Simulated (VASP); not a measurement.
Set up this calculation in VASP 6.6.1, as the native input.

```yaml
Task: relaxation of cell and atoms
Functional: PBE
Potentials_or_basis: VASP PAW PBE potentials, release 64 (Sb, Pb_d)
Cutoff: 600 eV
k_mesh: 10 × 10 × 10
Occupations: gaussian, width 0.1 eV
Spin: no spin polarisation
Dipole_correction: no
Further_INCAR_settings: ALGO = Normal; EDIFF = 1e-06; IBRION = 2; EDIFFG = -0.01; NSW = 100; ISIF = 3
```

The structure of Sb3Pb lies in POSCAR:

```
Sb3Pb
1.0
    4.8598533820      0.0000000000      0.0000000000
    0.0000000000      4.8598533820      0.0000000000
    0.0000000000      0.0000000000      4.8598533820
Sb Pb
3 1
Direct
    0.0000000000      0.5000000000      0.5000000000
    0.5000000000      0.0000000000      0.5000000000
    0.5000000000      0.5000000000      0.0000000000
    0.0000000000      0.0000000000      0.0000000000
```

The input as run:

INCAR

```
SYSTEM = Sb3Pb
ALGO = Normal ; EDIFF = 1E-6
EDIFFG = -0.01 ; ENCUT = 600
GGA = PE ; IBRION = 2
ISIF = 3 ; ISMEAR = 0
LASPH = .True. ; LCHARG = .False.
LREAL = .False. ; LWAVE = .False.
NELM = 60 ; NSW = 100
PREC = Accurate ; SIGMA = 0.1
```

KPOINTS

```
k-points
0
Gamma
  10 10 10
  0 0 0
```

Potentials or basis: VASP PAW PBE potentials, release 64 (Sb, Pb_d).

Launch:

```console
$ cat potpaw_PBE.64/Sb/POTCAR potpaw_PBE.64/Pb_d/POTCAR > POTCAR
$ mpirun -np 1 vasp_std > vasp.out
```

Results of the run:

```
Relaxed volume                        : 28.94 Å³/atom
Relaxed cell                          : a = 4.874 Å, b = 4.874 Å, c = 4.874 Å, α = 90.00°, β = 90.00°, γ = 90.00°
Space group after relaxing (to 0.1 Å) : Pm-3m (No. 221)
Energy gained by relaxing             : 0.3 meV/atom
Ionic steps                           : 3
Pressure after relaxing               : 0.0 GPa
Band gap on the k mesh                : zero (an odd number of electrons rules out a gap without spin polarisation)
```

Caveat: spin-orbit coupling is left out, which moves the levels of the heavy elements.

Run time: 100 s on 1 thread of Intel(R) Xeon(R) 6975P-C (Granite Rapids), with other jobs on the host, peak memory 0.34 GiB.
